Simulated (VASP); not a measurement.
# MgO (Fm-3m) in VASP: a series of runs

Runs on MgO. Level: PBEsol. Tasks: single point.

Everything below comes from runs of VASP 6.6.1. Logs are shortened: lines on timing, memory, paths and dates and some standing lists are left out, and cuts for length are marked.

## (1) The cell of the first run

The structure is cubic, space group Fm-3m (No. 225). Conventional cell: a = 4.108 Å, b = 4.108 Å, c = 4.108 Å, α = 90.00°, β = 90.00°, γ = 90.00°. Mg (site symmetry m-3m) has 6 O at 2.05 Å within 2.7 Å. O (site symmetry m-3m) has 6 Mg at 2.05 Å within 2.7 Å.

## (2) Single point, PBEsol (volume scaled by 0.94)

Contents of INCAR:

```
  PREC = Accurate
  ENCUT = 520
  EDIFF = 1E-6
  ISMEAR = -1
  SIGMA = 0.05
  LREAL = False
  LASPH = True
  NELM = 60
  ALGO = Normal
  ISIF = 2
  LWAVE = False
  LCHARG = False
  GGA = PS
  NBANDS = 11
```

Contents of KPOINTS:

```
regular mesh
0
Gamma
  11 11 11
```

Contents of POSCAR:

```
MgO
1.0
    0.0000000000      2.0541934342      2.0541934342
    2.0541934342      0.0000000000      2.0541934342
    2.0541934342      2.0541934342      0.0000000000
Mg O
1 1
Direct
    0.0000000000      0.0000000000      0.0000000000
    0.5000000000      0.5000000000      0.5000000000
```

Potentials or basis: VASP PAW PBE potentials, release 64 (Mg, O).

The run is started by

```sh
$ cat potpaw_PBE.64/Mg/POTCAR potpaw_PBE.64/O/POTCAR > POTCAR
$ mpirun -np 1 vasp_std > vasp.out
```

OUTCAR:

```text
PREC = Accurate
   ENCUT = 520
   EDIFF = 1E-6
   ISMEAR = -1
   LREAL = False
   LASPH = True
   NELM = 60
   ISIF = 2
   GGA = PS

 ion  position               nearest neighbor table
   1  0.000  0.000  0.000-   2 2.05   2 2.05   2 2.05   2 2.05   2 2.05   2 2.05
   2  0.500  0.500  0.500-   1 2.05   1 2.05   1 2.05   1 2.05   1 2.05   1 2.05

  LATTYP: Found a face centered cubic cell.
 ALAT       =     4.1083868684

  Lattice vectors:

 A1 = (   0.0000000000,   2.0541934342,   2.0541934342)
 A2 = (   2.0541934342,   0.0000000000,   2.0541934342)
 A3 = (   2.0541934342,   2.0541934342,   0.0000000000)

Analysis of symmetry for initial positions (statically):
=====================================================================
 Subroutine PRICEL returns:
 Original cell was already a primitive cell.

 Routine SETGRP: Setting up the symmetry group for a
 face centered cubic supercell.

 Subroutine GETGRP returns: Found 48 space group operations
 (whereof 48 operations were pure point group operations)
 out of a pool of 48 trial point group operations.

The static configuration has the point symmetry O_h .

Analysis of symmetry for dynamics (positions and initial velocities):
=====================================================================
 Subroutine PRICEL returns:
 Original cell was already a primitive cell.

 Routine SETGRP: Setting up the symmetry group for a
 face centered cubic supercell.

 Subroutine GETGRP returns: Found 48 space group operations
 (whereof 48 operations were pure point group operations)
 out of a pool of 48 trial point group operations.

The dynamic configuration has the point symmetry O_h .

 Subroutine INISYM returns: Found 48 space group operations
 (whereof 48 operations are pure point group operations),
 and found     1 'primitive' translations

----------------------------------------------------------------------------------------

                                     Primitive cell

  volume of cell :      17.3362

  direct lattice vectors                    reciprocal lattice vectors
     0.000000000  2.054193434  2.054193434    -0.243404536  0.243404536  0.243404536
     2.054193434  0.000000000  2.054193434     0.243404536 -0.243404536  0.243404536
     2.054193434  2.054193434  0.000000000     0.243404536  0.243404536 -0.243404536

  length of vectors
     2.905068214  2.905068214  2.905068214     0.421589023  0.421589023  0.421589023

  position of ions in fractional coordinates (direct lattice)
     0.000000000  0.000000000  0.000000000
     0.500000000  0.500000000  0.500000000

  ion indices of the primitive-cell ions
   primitive index   ion index
                 1           1
                 2           2

----------------------------------------------------------------------------------------

 KPOINTS: regular mesh

Automatic generation of k-mesh.
 Grid dimensions read from file:
 generate k-points for:   11   11   11

 Generating k-lattice:

  Cartesian coordinates                     Fractional coordinates (reciprocal lattice)
    -0.022127685  0.022127685  0.022127685     0.090909091  0.000000000  0.000000000
     0.022127685 -0.022127685  0.022127685     0.000000000  0.090909091  0.000000000
     0.022127685  0.022127685 -0.022127685     0.000000000  0.000000000  0.090909091

  Length of vectors
     0.038326275  0.038326275  0.038326275

  Shift w.r.t. Gamma in fractional coordinates (k-lattice)
     0.000000000  0.000000000  0.000000000

 Subroutine IBZKPT returns following result:
 ===========================================

 Found     56 irreducible k-points:

 Following reciprocal coordinates:
            Coordinates               Weight
  0.000000  0.000000  0.000000      1.000000
  0.090909  0.000000  0.000000      8.000000
  0.181818  0.000000  0.000000      8.000000
  0.272727  0.000000  0.000000      8.000000
  0.363636  0.000000  0.000000      8.000000
  0.454545  0.000000  0.000000      8.000000
[... 16 lines left out ...]
 -0.272727  0.181818  0.000000     24.000000
 -0.181818  0.181818  0.000000     12.000000
 [... further k-points ...]
   k-points           NKPTS =     56   k-points in BZ     NKDIM =     56   number of bands    NBANDS=     11
   number of dos      NEDOS =    301   number of ions     NIONS =      2
   total plane-waves  NPLWV =  13824
   dimension x,y,z NGX =    24 NGY =   24 NGZ =   24
   dimension x,y,z NGXF=    48 NGYF=   48 NGZF=   48
   ions per type =               1   1
   NGX,Y,Z   is equivalent  to a cutoff of  13.73, 13.73, 13.73 a.u.
   NGXF,Y,Z  is equivalent  to a cutoff of  27.47, 27.47, 27.47 a.u.
 SYSTEM =  unknown system
   PREC   = accura    normal or accurate (medium, high low for compatibility)
   ISTART =      0    job   : 0-new  1-cont  2-samecut
   ICHARG =      2    charge: 1-file 2-atom 10-const
   ISPIN  =      1    spin polarized calculation?
   LNONCOLLINEAR =      F non collinear calculations
   LSORBIT =      F    spin-orbit coupling
   LASPH  =      T    aspherical Exc in radial PAW
   ENCUT  =  520.0 eV  38.22 Ry    6.18 a.u.   5.40  5.40  5.40*2*pi/ulx,y,z
   NELM   =     60;   NELMIN=  2; NELMDL= -5     # of ELM steps
   EDIFF  = 0.1E-05   stopping-criterion for ELM
   LREAL  =      F    real-space projection
   EDIFFG = 0.1E-04   stopping-criterion for IOM
   NSW    =      0    number of steps for IOM
   IBRION =     -1    ionic relax: 0-MD 1-quasi-New 2-CG
   NFREE  =      0    steps in history (QN), initial steepest desc. (CG)
   ISIF   =      2    stress and relaxation
   ISYM   =      2    0-nonsym 1-usesym 2-fastsym
   POTIM  = 0.5000    time-step for ionic-motion
   TEBEG  =    0.0;   TEEND  =   0.0 temperature during run
   PSTRESS=    0.0 pullay stress
   NELECT =       8.0000    total number of electrons
   NUPDOWN=      -1.0000    fix difference up-down
   EMIN   =  10.00;   EMAX   =-10.00  energy-range for DOS
   EFERMI =   0.00;   METHOD = LEGACY
   ISMEAR =    -1;   SIGMA  =   0.05  broadening in eV -4-tet -1-fermi 0-gaus
   EFERMI_NEDOS =   21; number of points for ismear=-14 and -15
   IALGO  =     38    algorithm
   IMIX   =      4    mixing-type and parameters
     AMIX     =   0.40;   BMIX     =  1.00
     AMIX_MAG =   1.60;   BMIX_MAG =  1.00
  volume/ion in A,a.u.               =       8.67        58.50
  Fermi-wavevector in a.u.,A,eV,Ry     =   1.265086  2.390666 21.775354  1.600443
  Thomas-Fermi vector in A             =   2.398358
   LORBIT       =      0    0 simple, 1 ext, 2 COOP (PROOUT), +10 PAW based schemes
   GGA     = PS    functional components
   LHFCALC =     F    Hartree Fock is set to
   AEXX    =    0.0000 exact exchange contribution
   IVDW    =     0    specifies the selected vdW correction
   LEPSILON=     F    determine dielectric tensor
   LRPA    =     F    only Hartree local field effects (RPA)
 non-spin polarized calculation
  energy-cutoff  :      520.00
  volume of cell :       17.34
 maximum number of plane-waves:       487
 NGX is ok and might be reduce to    24
   NGX = 11   NGY = 11   NGZ = 11

 number of electron       7.9999997 magnetization

 Free energy of the ion-electron system (eV)
  ---------------------------------------------------
  ext. energy  EPLUGINS =         0.00000000
  ---------------------------------------------------
  free energy    TOTEN  =       -12.45787939 eV

  energy without entropy =      -12.45787939  energy(sigma->0) =      -12.45787939

 E-fermi :   4.6815     XC(G=0): -11.6775

 val. band max:        3.6523508159   @ k =   0.0000   0.0000   0.0000
 cond. band min:       9.0443024947   @ k =   0.0000   0.0000   0.0000
 fundamental gap:      5.3919516788
 Fermi energy:         4.6814951777

 k-point     1 :       0.0000    0.0000    0.0000
  band No.  band energies     occupation
      1     -13.9589      2.00000
      2       3.6524      2.00000
      3       3.6524      2.00000
      4       3.6524      2.00000
      5       9.0443      0.00000
      6      19.6959      0.00000
      7      19.6959      0.00000
      8      19.6959      0.00000
      9      23.7404      0.00000
     10      25.7157      0.00000
     11      25.7157      0.00000

 k-point     2 :       0.0909    0.0000    0.0000
  band No.  band energies     occupation
      1     -13.8581      2.00000
      2       3.0802      2.00000
      3       3.5871      2.00000
      4       3.5871      2.00000
      5       9.5725      0.00000
      6      18.5738      0.00000
      7      19.9217      0.00000
      8      19.9217      0.00000
      9      25.1748      0.00000
     10      25.1748      0.00000
     11      25.3182      0.00000

 k-point     3 :       0.1818    0.0000    0.0000
  band No.  band energies     occupation
      1     -13.5738      2.00000
      2       1.8334      2.00000
      3       3.4173      2.00000
      4       3.4173      2.00000
      5      10.6374      0.00000
      6      17.1401      0.00000
      7      20.4493      0.00000
      8      20.4493      0.00000
      9      24.4921      0.00000
     10      24.4921      0.00000
     11      26.9533      0.00000

 k-point     4 :       0.2727    0.0000    0.0000
  band No.  band energies     occupation
      1     -13.1678      2.00000
      2       0.4825      2.00000
      3       3.2053      2.00000
      4       3.2053      2.00000
      5      11.5133      0.00000
      6      16.4570      0.00000
      7      20.8086      0.00000
      8      20.8086      0.00000
      9      24.6101      0.00000
     10      24.6101      0.00000
     11      26.6153      0.00000

 k-point     5 :       0.3636    0.0000    0.0000
  band No.  band energies     occupation
      1     -12.7523      2.00000
      2      -0.6408      2.00000
      3       3.0197      2.00000
      4       3.0197      2.00000
      5      11.8515      0.00000
      6      16.5928      0.00000
      7      20.7565      0.00000
      8      20.7565      0.00000
      9      25.6553      0.00000
     10      25.6553      0.00000
     11      25.9948      0.00000
[... 211 lines left out ...]
 k-point    21 :      -0.4545    0.1818    0.0000
  band No.  band energies     occupation
      1     -12.3173      2.00000
      2      -0.8947      2.00000
      3       1.8109      2.00000
      4       2.6937      2.00000
      5      13.2192      0.00000
      6      16.5718      0.00000
      7      18.3023      0.00000
      8      21.4508      0.00000
      9      24.5252      0.00000
     10      27.5209      0.00000
     11      29.4197      0.00000

 k-point    22 :      -0.3636    0.1818    0.0000
  band No.  band energies     occupation
      1     -12.3988      2.00000
      2      -0.7070      2.00000
      3       1.7356      2.00000
      4       2.8124      2.00000
      5      13.2882      0.00000
      6      16.4093      0.00000
      7      18.4894      0.00000
      8      21.4921      0.00000
      9      25.3105      0.00000
     10      25.7210      0.00000
     11      29.3869      0.00000

 k-point    23 :      -0.2727    0.1818    0.0000
  band No.  band energies     occupation
      1     -12.6810      2.00000
      2      -0.1336      2.00000
      3       1.9301      2.00000
      4       3.0044      2.00000
      5      13.1184      0.00000
      6      15.8922      0.00000
      7      19.0630      0.00000
      8      21.7789      0.00000
      9      23.7298      0.00000
     10      25.7942      0.00000
     11      29.5523      0.00000

 k-point    24 :      -0.1818    0.1818    0.0000
  band No.  band energies     occupation
      1     -13.0465      2.00000
      2       0.5936      2.00000
      3       2.4134      2.00000
      4       3.2142      2.00000
      5      12.3440      0.00000
      6      15.9120      0.00000
      7      19.8296      0.00000
      8      22.0257      0.00000
      9      22.4196      0.00000
     10      25.6240      0.00000
     11      29.3656      0.00000

 [... further k-points ...]

------------------------ aborting loop because EDIFF is reached ----------------------------------------

  FORCE on cell =-STRESS in cart. coord.  units (eV):
  Direction    XX          YY          ZZ          XY          YZ          ZX
  --------------------------------------------------------------------------------------
  -------------------------------------------------------------------------------------
  Total        1.4820725      1.4820725      1.4820725     -0.0000000      0.0000000     -0.0000000
  in kB      136.9701811    136.9701811    136.9701811     -0.0000000      0.0000000     -0.0000000
  external PRESSURE =     136.9701811 kB  Pullay stress =       0.0000000 kB

 VOLUME and BASIS-vectors are now :
 -----------------------------------------------------------------------------
  energy-cutoff  :      520.00
  volume of cell :       17.34
      direct lattice vectors                 reciprocal lattice vectors
     0.000000000  2.054193434  2.054193434    -0.243404536  0.243404536  0.243404536
     2.054193434  0.000000000  2.054193434     0.243404536 -0.243404536  0.243404536
     2.054193434  2.054193434  0.000000000     0.243404536  0.243404536 -0.243404536

 POSITION                                       TOTAL-FORCE (eV/Angst)
 -----------------------------------------------------------------------------------
      0.00000      0.00000      0.00000        -0.000000     -0.000000      0.000000
      2.05419      2.05419      2.05419         0.000000      0.000000     -0.000000
 -----------------------------------------------------------------------------------
    total drift:                               -0.000000     -0.000000      0.000000

  FREE ENERGIE OF THE ION-ELECTRON SYSTEM (eV)
  ---------------------------------------------------
  free  energy   TOTEN  =       -12.4578793868 eV

  energy  without entropy=      -12.4578793868  energy(sigma->0) =      -12.45787939
```

Wall time 13 s (1 thread of Intel Xeon 8259CL, shared host); peak memory 0.14 GiB.

What came out:

| Item | Value |
| --- | --- |
| Free energy | -12.4579 eV |
| Pressure | 13.7 GPa |
| Band gap on the k mesh | 5.39 eV, direct |

Caveat: the PAW data sets were made with another functional, which shifts forces and pressure a little.

## (3) Single point, PBEsol (volume scaled by 0.96)

Contents of INCAR:

```
ALGO     = Normal         # electronic algorithm
EDIFF    = 1E-6           # SCF threshold, eV
ENCUT    = 520            # plane-wave cutoff, eV
GGA      = PS             # functional
ISIF     = 2              # what is computed and relaxed
ISMEAR   = -1             # smearing method
LASPH    = True           # aspherical terms in the spheres
LCHARG   = False          # write CHGCAR
LREAL    = False          # projectors in reciprocal space
LWAVE    = False          # write WAVECAR
NBANDS   = 11             # bands
NELM     = 60             # most SCF steps
PREC     = Accurate       # precision mode
SIGMA    = 0.05           # smearing width, eV
```

Contents of KPOINTS:

```
k-points
0
Gamma
  11 11 11
```

Contents of POSCAR:

```
MgO
1.0
    0.0000000000      2.0686600618      2.0686600618
    2.0686600618      0.0000000000      2.0686600618
    2.0686600618      2.0686600618      0.0000000000
Mg O
1 1
Direct
    0.0000000000      0.0000000000      0.0000000000
    0.5000000000      0.5000000000      0.5000000000
```

Potentials or basis: VASP PAW PBE potentials, release 64 (Mg, O).

The run is started by

```sh
$ cat potpaw_PBE.64/Mg/POTCAR potpaw_PBE.64/O/POTCAR > POTCAR
$ mpirun -np 1 vasp_std > vasp.out
```

It took 14 s on 1 thread of Intel Xeon 8259CL, shared host; peak memory 0.15 GiB.

Results (log left out):

- Free energy: -12.4848 eV
- Pressure: 9.3 GPa
- Band gap on the k mesh: 5.17 eV, direct

Levels at points of the mesh, in eV from the valence-band top:
| k point | band 1 | band 2 | band 3 | band 4 | band 5 | band 6 | band 7 | band 8 | band 9 |
| --- | --- | --- | --- | --- | --- | --- | --- | --- | --- |
| (0.00, 0.00, 0.00) | -17.49 | 0.00 | 0.00 | 0.00 | 5.17 | 15.93 | 15.93 | 15.93 | 19.91 |

Caveat: the PAW data sets were made with another functional, which shifts forces and pressure a little.

(Part 1 of 2 ends here.)
